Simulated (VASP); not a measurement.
# Li2H5 (R-3m) in VASP: a series of runs, part 2 of 2

VASP 6.6.1. The steps go on from the part before.

## (3) Relaxation of cell and atoms, PBE

This run uses another cell than the first one, of 7.08 Å³/atom.

File INCAR:

```
SYSTEM = Li2H5
PREC = Accurate
ENCUT = 600
EDIFF = 1E-6
ISMEAR = 0
SIGMA = 0.1
LREAL = .FALSE.
LASPH = .TRUE.
NELM = 100
ALGO = Normal
ISIF = 3
LWAVE = .FALSE.
LCHARG = .FALSE.
GGA = PE
IBRION = 2
NSW = 90
EDIFFG = -0.04
```

File KPOINTS:

```
regular mesh
0
G
  6 6 6
  0 0 0
```

File POSCAR:

```
Li2H5
1.0
    1.4563605300      0.8408301400      6.7489484000
   -1.4563605300      0.8408301400      6.7489484000
    0.0000000000     -1.6816602800      6.7489484000
Li H
2 5
Direct
    0.0750000000      0.0750000000      0.0750000000
    0.9250000000      0.9250000000      0.9250000000
    0.1860000000      0.1860000000      0.1860000000
    0.8140000000      0.8140000000      0.8140000000
    0.3330000000      0.3330000000      0.3330000000
    0.6670000000      0.6670000000      0.6670000000
    0.5000000000      0.5000000000      0.5000000000
```

Potentials or basis: VASP PAW PBE potentials, release 64 (Li_sv, H).

Launch:

```
> cat potpaw_PBE.64/Li_sv/POTCAR potpaw_PBE.64/H/POTCAR > POTCAR
> mpirun -np 1 vasp_std > vasp.out
```

OUTCAR:

```text
SYSTEM = Li2H5
   PREC = Accurate
   ENCUT = 600
   EDIFF = 1E-6
   ISMEAR = 0
   LREAL = .FALSE.
   LASPH = .TRUE.
   NELM = 100
   ISIF = 3
   GGA = PE
   IBRION = 2
   NSW = 90
   EDIFFG = -0.04

 ion  position               nearest neighbor table
   1  0.075  0.075  0.075-
   2  0.925  0.925  0.925-
   3  0.186  0.186  0.186-
   4  0.814  0.814  0.814-
   5  0.333  0.333  0.333-
   6  0.667  0.667  0.667-
   7  0.500  0.500  0.500-

  LATTYP: Found a trigonal (rhomboedric) cell.
 ALAT       =     6.9553063070
 COS(alpha) =     0.9123129880

  Lattice vectors:

 A1 = (   1.4563605300,   0.8408301400,   6.7489484000)
 A2 = (  -1.4563605300,   0.8408301400,   6.7489484000)
 A3 = (   0.0000000000,  -1.6816602800,   6.7489484000)

Analysis of symmetry for initial positions (statically):
=====================================================================
 Subroutine PRICEL returns:
 Original cell was already a primitive cell.

 Routine SETGRP: Setting up the symmetry group for a
 trigonal (rhombohedral) supercell.

 Subroutine GETGRP returns: Found 12 space group operations
 (whereof 12 operations were pure point group operations)
 out of a pool of 12 trial point group operations.

The static configuration has the point symmetry D_3d.

Analysis of symmetry for dynamics (positions and initial velocities):
=====================================================================
 Subroutine PRICEL returns:
 Original cell was already a primitive cell.

 Routine SETGRP: Setting up the symmetry group for a
 trigonal (rhombohedral) supercell.

 Subroutine GETGRP returns: Found 12 space group operations
 (whereof 12 operations were pure point group operations)
 out of a pool of 12 trial point group operations.

The dynamic configuration has the point symmetry D_3d.

 Subroutine INISYM returns: Found 12 space group operations
 (whereof 12 operations are pure point group operations),
 and found     1 'primitive' translations

----------------------------------------------------------------------------------------

                                     Primitive cell

  volume of cell :      49.5866

  direct lattice vectors                    reciprocal lattice vectors
     1.456360530  0.840830140  6.748948400     0.343321581  0.198216808  0.049390411
    -1.456360530  0.840830140  6.748948400    -0.343321581  0.198216808  0.049390411
     0.000000000 -1.681660280  6.748948400     0.000000000 -0.396433617  0.049390411

  length of vectors
     6.955306307  6.955306307  6.955306305     0.399498465  0.399498465  0.399498467

  position of ions in fractional coordinates (direct lattice)
     0.075000000  0.075000000  0.075000000
     0.925000000  0.925000000  0.925000000
     0.186000000  0.186000000  0.186000000
     0.814000000  0.814000000  0.814000000
     0.333000000  0.333000000  0.333000000
     0.667000000  0.667000000  0.667000000
     0.500000000  0.500000000  0.500000000

  ion indices of the primitive-cell ions
   primitive index   ion index
                 1           1
[... 21 lines left out ...]

  Length of vectors
     0.066583078  0.066583078  0.066583078

  Shift w.r.t. Gamma in fractional coordinates (k-lattice)
     0.000000000  0.000000000  0.000000000

 Subroutine IBZKPT returns following result:
 ===========================================

 Found     32 irreducible k-points:

 Following reciprocal coordinates:
            Coordinates               Weight
  0.000000  0.000000  0.000000      1.000000
  0.166667 -0.000000  0.000000      6.000000
  0.333333 -0.000000  0.000000      6.000000
  0.500000 -0.000000  0.000000      3.000000
  0.166667  0.166667  0.000000      6.000000
  0.333333  0.166667  0.000000     12.000000
[... 16 lines left out ...]
  0.500000  0.500000  0.166667      6.000000
 -0.333333  0.500000  0.166667     12.000000
 [... further k-points ...]
   k-points           NKPTS =     32   k-points in BZ     NKDIM =     32   number of bands    NBANDS=      9
   number of dos      NEDOS =    301   number of ions     NIONS =      7
   total plane-waves  NPLWV = 175616
   dimension x,y,z NGX =    56 NGY =   56 NGZ =   56
   dimension x,y,z NGXF=   112 NGYF=  112 NGZF=  112
   ions per type =               2   5
   NGX,Y,Z   is equivalent  to a cutoff of  13.39, 13.39, 13.39 a.u.
   NGXF,Y,Z  is equivalent  to a cutoff of  26.77, 26.77, 26.77 a.u.
 SYSTEM =  Li2H5
   PREC   = accura    normal or accurate (medium, high low for compatibility)
   ISTART =      0    job   : 0-new  1-cont  2-samecut
   ICHARG =      2    charge: 1-file 2-atom 10-const
   ISPIN  =      1    spin polarized calculation?
   LNONCOLLINEAR =      F non collinear calculations
   LSORBIT =      F    spin-orbit coupling
   LASPH  =      T    aspherical Exc in radial PAW
   ENCUT  =  600.0 eV  44.10 Ry    6.64 a.u.  13.89 13.89 13.89*2*pi/ulx,y,z
   NELM   =    100;   NELMIN=  2; NELMDL= -5     # of ELM steps
   EDIFF  = 0.1E-05   stopping-criterion for ELM
   LREAL  =      F    real-space projection
   EDIFFG = -.4E-01   stopping-criterion for IOM
   NSW    =     90    number of steps for IOM
   IBRION =      2    ionic relax: 0-MD 1-quasi-New 2-CG
   NFREE  =      1    steps in history (QN), initial steepest desc. (CG)
   ISIF   =      3    stress and relaxation
   ISYM   =      2    0-nonsym 1-usesym 2-fastsym
   POTIM  = 0.5000    time-step for ionic-motion
   TEBEG  =    0.0;   TEEND  =   0.0 temperature during run
   PSTRESS=    0.0 pullay stress
   NELECT =      11.0000    total number of electrons
   NUPDOWN=      -1.0000    fix difference up-down
   EMIN   =  10.00;   EMAX   =-10.00  energy-range for DOS
   EFERMI =   0.00;   METHOD = LEGACY
   ISMEAR =     0;   SIGMA  =   0.10  broadening in eV -4-tet -1-fermi 0-gaus
   EFERMI_NEDOS =   21; number of points for ismear=-14 and -15
   IALGO  =     38    algorithm
   IMIX   =      4    mixing-type and parameters
     AMIX     =   0.40;   BMIX     =  1.00
     AMIX_MAG =   1.60;   BMIX_MAG =  1.00
  volume/ion in A,a.u.               =       7.08        47.80
  Fermi-wavevector in a.u.,A,eV,Ry     =   0.991024  1.872764 13.362673  0.982129
  Thomas-Fermi vector in A             =   2.122736
   LORBIT       =      0    0 simple, 1 ext, 2 COOP (PROOUT), +10 PAW based schemes
   GGA     = PE    functional components
   LHFCALC =     F    Hartree Fock is set to
   AEXX    =    0.0000 exact exchange contribution
   IVDW    =     0    specifies the selected vdW correction
   LEPSILON=     F    determine dielectric tensor
   LRPA    =     F    only Hartree local field effects (RPA)
 conjugate gradient relaxation of ions
 non-spin polarized calculation
 Gauss-broadening in eV      SIGMA  =   0.10
  energy-cutoff  :      600.00
  volume of cell :       49.59
 maximum number of plane-waves:      1670
   NGX = 27   NGY = 27   NGZ = 27

--------------------------------------- Ionic step        1  -------------------------------------------

 number of electron      10.9999998 magnetization

 Free energy of the ion-electron system (eV)
  ---------------------------------------------------
  ext. energy  EPLUGINS =         0.00000000
  ---------------------------------------------------
  free energy    TOTEN  =       -17.49406570 eV

  energy without entropy =      -17.49276892  energy(sigma->0) =      -17.49341731

------------------------ aborting loop because EDIFF is reached ----------------------------------------

  FORCE on cell =-STRESS in cart. coord.  units (eV):
  Direction    XX          YY          ZZ          XY          YZ          ZX
  --------------------------------------------------------------------------------------
  -------------------------------------------------------------------------------------
  Total       -1.8154697     -1.8154697     -3.6519762      0.0000000      0.0000000      0.0000000
  in kB      -58.6590549    -58.6590543   -117.9978235      0.0000000      0.0000000      0.0000000
  external PRESSURE =     -78.4386442 kB  Pullay stress =       0.0000000 kB
[... 690 lines left out ...]
 k-point    24 :      -0.3333    0.5000    0.1667
  band No.  band energies     occupation
      1     -41.6633      2.00000
      2     -41.5757      2.00000
      3      -3.5892      2.00000
      4      -2.5714      2.00000
      5       1.2871      2.00000
      6       2.6260      2.00000
      7       5.4292      0.00000
      8       9.9818      0.00000
      9      10.9881      0.00000

 [... further k-points ...]

[... ionic steps 4 to 8 ...]

--------------------------------------- Ionic step        9  -------------------------------------------

 number of electron      11.0000003 magnetization

------------------------ aborting loop because EDIFF is reached ----------------------------------------
[... 77 lines left out ...]
--------------------------------------- Ionic step       11  -------------------------------------------

 number of electron      11.0000000 magnetization

 Free energy of the ion-electron system (eV)
  ---------------------------------------------------
  ext. energy  EPLUGINS =         0.00000000
  ---------------------------------------------------
  free energy    TOTEN  =       -18.31188431 eV

  energy without entropy =      -18.30844296  energy(sigma->0) =      -18.31016364

 E-fermi :   1.3690     XC(G=0):  -9.3441

 val. band max:        1.3662800144   @ k =   0.5000   0.1667  -0.0000
 cond. band min:       2.0708862296   @ k =  -0.3333   0.1667  -0.0000
 fundamental gap:      0.7046062152
 Fermi energy:         1.3689611199
[... 322 lines left out ...]
  FREE ENERGIE OF THE ION-ELECTRON SYSTEM (eV)
  ---------------------------------------------------
  free  energy   TOTEN  =       -18.3118843147 eV

  energy  without entropy=      -18.3084429557  energy(sigma->0) =      -18.31016364

 reached required accuracy - stopping structural energy minimisation
```

It took 16 min on 1 thread of Intel Xeon 8259CL, shared host; peak memory 0.43 GiB.

Results:

| Property | Result |
| --- | --- |
| Free energy | -18.3119 eV |
| Relaxed volume | 5.65 Å³/atom |
| Relaxed cell | a = 6.216 Å, b = 6.216 Å, c = 6.216 Å, α = 25.62°, β = 25.62°, γ = 25.62° |
| Space group after relaxing (to 0.1 Å) | R-3m (No. 166) |
| Energy gained by relaxing | 116.8 meV/atom |
| Ionic steps | 11 |
| Pressure after relaxing | -0.3 GPa |
| Largest force after relaxing | 0.020 eV/Å |
| Band gap on the k mesh | zero (an odd number of electrons rules out a gap without spin polarisation) |

Forces on the atoms (eV/Å):
```
Li   0.000  0.000  0.020
Li   0.000  0.000 -0.020
H    0.000  0.000  0.015
H    0.000  0.000 -0.015
H    0.000  0.000  0.005
H    0.000  0.000 -0.005
H    0.000  0.000  0.000
```

The path:
| step | energy change (eV) | largest force (eV/Å) | pressure (GPa) | volume (Å³) |
| --- | --- | --- | --- | --- |
| 1 | 0.0000 | 0.9199 | -7.84 | 49.59 |
| 2 | -0.2072 | 0.8956 | -6.80 | 47.14 |
| 3 | -0.6320 | 0.7259 | -1.57 | 40.24 |
| 4 | 0.0910 | 0.6740 | 28.49 | 28.40 |
| 5 | -0.6434 | 0.6863 | 1.94 | 37.61 |
| 6 | -0.6483 | 0.5937 | 4.52 | 36.06 |
| 7 | -0.7478 | 0.2900 | 4.02 | 36.40 |
| 8 | -0.7777 | 0.0999 | 3.88 | 36.62 |
| 9 | -0.7810 | 0.0693 | 3.86 | 36.73 |
| 10 | -0.8122 | 0.0360 | 1.30 | 38.35 |
| 11 | -0.8178 | 0.0195 | -0.28 | 39.54 |

Final structure:
```
Li H
1.0
     1.37821    0.79571    6.00863
    -1.37821    0.79571    6.00863
     0.00000   -1.59142    6.00863
Li H
2 5
Cartesian
  0.0000 0.0000 1.3802
  0.0000 0.0000 16.6457
  0.0000 0.0000 3.7253
  0.0000 0.0000 14.3006
  0.0000 0.0000 5.9813
  0.0000 0.0000 12.0446
  0.0000 0.0000 9.0129
```

Levels at points of the mesh, in eV from the Fermi level:
| k point | band 3 | band 4 | band 5 | band 6 | band 7 | band 8 |
| --- | --- | --- | --- | --- | --- | --- |
| (0.00, 0.00, 0.00) | -9.50 | -8.23 | -2.75 | 6.16 | 6.31 | 8.64 |
| (0.50, 0.00, 0.00) | -5.43 | -3.50 | -3.07 | -1.06 | 1.73 | 3.75 |
| (0.50, 0.50, 0.00) | -5.17 | -4.25 | -2.49 | -1.33 | 1.63 | 5.88 |
| (0.50, 0.50, 0.50) | -9.07 | -8.86 | -1.82 | 2.89 | 8.17 | 8.88 |

Caveat: the k points lie up to 0.44 Å⁻¹ apart in the final cell, too coarse for converged energies and pressures of a metal; the cutoff is under 1.25 times the usual one of these potentials, so pressure, stress and relaxed cells hold a basis-set (Pulay) error; the volume moved by over 15 % at a fixed basis, so the end points are rough.

The gap in the log of VASP goes by the Fermi energy; the results here count the filled bands.